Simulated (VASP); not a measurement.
A run of VASP 6.6.1:

The input INCAR:

```
SYSTEM = CdO
ALGO = Normal ; EDIFF = 1E-6
ENCUT = 600 ; GGA_COMPAT = .False.
ISIF = 2 ; ISMEAR = 0
LASPH = .True. ; LCHARG = .True.
LELF = .True. ; LREAL = .False.
LVHAR = .True. ; LWAVE = .False.
NBANDS = 16 ; NELM = 120
PREC = Accurate ; SIGMA = 0.05
```

File KPOINTS:

```
k-points
0
Gamma
  8 8 8
  0 0 0
```

The input POSCAR:

```
CdO
1.0
    0.0000000000      2.2856343355      2.2856343355
    2.2856343355      0.0000000000      2.2856343355
    2.2856343355      2.2856343355      0.0000000000
Cd O
1 1
Direct
    0.0000000000      0.0000000000      0.0000000000
    0.5000000000      0.5000000000      0.5000000000
```

Potentials or basis: VASP PAW LDA potentials, release 64 (Cd, O).

The run is started by

```bash
$ cat potpaw_LDA.64/Cd/POTCAR potpaw_LDA.64/O/POTCAR > POTCAR
$ mpirun -np 1 vasp_std > vasp.out
```

Hardware: 1 thread of Intel Xeon 8259CL (shared host).

Q: How long does it take, and how much memory?

A: It took 26 s on 1 thread of Intel Xeon 8259CL (shared host), peak memory 0.15 GiB. Counts: scf iterations 13, k points 29.
